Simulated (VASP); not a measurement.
BaTiO3: single point with r2SCAN

BaTiO3:

```
CELL_PARAMETERS angstrom
4.02629 0.00000 0.00000
0.00000 4.02629 0.00000
0.00000 0.00000 4.04461
ATOMIC_POSITIONS crystal
Ba 0.00000 0.00000 0.00000
Ti 0.50000 0.50000 0.49000
O 0.00000 0.50000 0.51700
O 0.50000 0.00000 0.51700
O 0.50000 0.50000 0.01900
```

| Quantity | Value |
| --- | --- |
| Program | VASP 6.6.1 |
| Task | single point |
| Functional | r2SCAN |
| Potentials or basis | VASP PAW PBE potentials, release 64 (Ba_sv, Ti_sv, O) |
| Cutoff | 520 eV |
| k mesh | 7 × 7 × 7 |
| Occupations | fermi-dirac, width 0.05 eV |
| Spin | non-collinear spin, zero start, spin-orbit coupling |
| Starting moments | [[0.0, 0.0, 0.0], [0.0, 0.0, 0.0], [0.0, 0.0, 0.0], [0.0, 0.0, 0.0], [0.0, 0.0, 0.0]] μB |
| Dipole correction | no |
| Further INCAR settings | ALGO = Normal; EDIFF = 1e-07; NBANDS = 55 |

```
Pressure                                              : -2.3 GPa
Largest force                                         : 0.426 eV/Å
Net moment                                            : 0.00 μB per cell
Valence electrons inside the program's atomic spheres : Ba 7.97; Ti 10.09; O 5.05, 5.06 (each value once)
```

Forces in eV/Å, atoms in the order of the input:
```
Ba   0.000  0.000  0.066
Ti   0.000  0.000 -0.177
O    0.000  0.000 -0.157
O    0.000  0.000 -0.157
O    0.000  0.000  0.426
```

Stress tensor (GPa, compression positive):
```
-2.55  0.00  0.00
 0.00 -2.55  0.00
 0.00  0.00 -1.68
```

Moments on the atoms (μB; x, y, z):
```
Ba  0.00 0.00 0.00
Ti  0.00 0.00 0.00
O   0.00 0.00 0.00
O   0.00 0.00 0.00
O   0.00 0.00 0.00
```

Wall time 23 min on 1 thread of Intel(R) Xeon(R) 6975P-C (Granite Rapids), with other jobs on the host, peak memory 0.58 GiB.

Caveat: the PAW data sets were made with another functional, which shifts forces and pressure a little.
